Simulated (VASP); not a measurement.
## Ta: single point with r2SCAN

Ta:

```xyz
1
Lattice="-1.6534 1.6534 1.6534 1.6534 -1.6534 1.6534 1.6534 1.6534 -1.6534" Properties=species:S:1:pos:R:3 pbc="T T T"
Ta    0.0000    0.0000    0.0000
```

```json
{
  "Program": "VASP 6.6.1",
  "Task": "single point",
  "Functional": "r2SCAN",
  "Potentials or basis": "VASP PAW PBE potentials, release 64 (Ta_pv)",
  "Cutoff": "520 eV",
  "k mesh": "13 × 13 × 13",
  "Occupations": "methfessel-paxton, width 0.03 eV",
  "Spin": "no spin polarisation"
}
```

* Pressure: 0.6 GPa

Levels at points of the mesh, in eV from the Fermi level:
```tsv
k point	band 3	band 4	band 5	band 6	band 7	band 8
(0.00, 0.00, 0.00)	-34.21	-8.29	0.86	0.86	0.86	4.34
```

Run time: 91 s on 1 thread of Intel(R) Xeon(R) Platinum 8259CL CPU @ 2.50GHz (Skylake/Cascade Lake), with other jobs on the host, peak memory 0.15 GiB.

Caveat: the PAW data sets were made with another functional, which shifts forces and pressure a little; spin-orbit coupling is left out, which moves the levels of the heavy elements.
